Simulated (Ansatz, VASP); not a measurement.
## Mg3CdS2 in VASP and in Ansatz

```xyz
6
Lattice="4.6316 0.0000 0.0000 -2.3158 4.0111 0.0000 0.0000 0.0000 7.2125" Properties=species:S:1:pos:R:3 pbc="T T T"
Mg    0.0000    0.0000    3.6063
Mg    0.0000    2.6740    0.0000
Mg    0.0000    2.6740    3.6063
Cd    0.0000    0.0000    0.0000
S     2.3158    1.3370    2.0303
S     2.3158    1.3370    5.1822
```

Change from the starting cell: species swapped into the Ce2NiGe3 type (P-6m2, No. 187).

Alike in both runs: functional PBE; k mesh 6 × 6 × 2; occupations gaussian, width 0.1 eV; no spin polarisation.

Ansatz relaxed the structure, and its values are those at the end. VASP's run is a single point on that final structure, the one shown.

|  | VASP | Ansatz |
| --- | --- | --- |
| version | VASP 6.6.1 | Ansatz 0.2.0 |
| potentials or method | VASP PAW PBE potentials, release 64 (Mg, Cd, S), cutoff 520 eV | scalar-relativistic, plane waves, PAW |
| valence electrons in the cell | 30 | 62 |

Ansatz gave:

```
gap on the k mesh at the Fermi level (eV) : none
pressure (GPa)                            : 0.3
rms of the force components (eV/Å)        : 0.008
```

Question: What did VASP give for the same quantities?

Answer: gap on the k mesh at the Fermi level (eV): none; pressure (GPa): 0.2; rms of the force components (eV/Å): 0.005.

A gap of «none» marks a metal or a gap that the smearing closes. VASP's potentials hold 30 valence electrons a cell and Ansatz's 62, so a difference there can come from the potentials and not from the codes.

The k mesh is coarse, so the values compare programs but aren't converged.
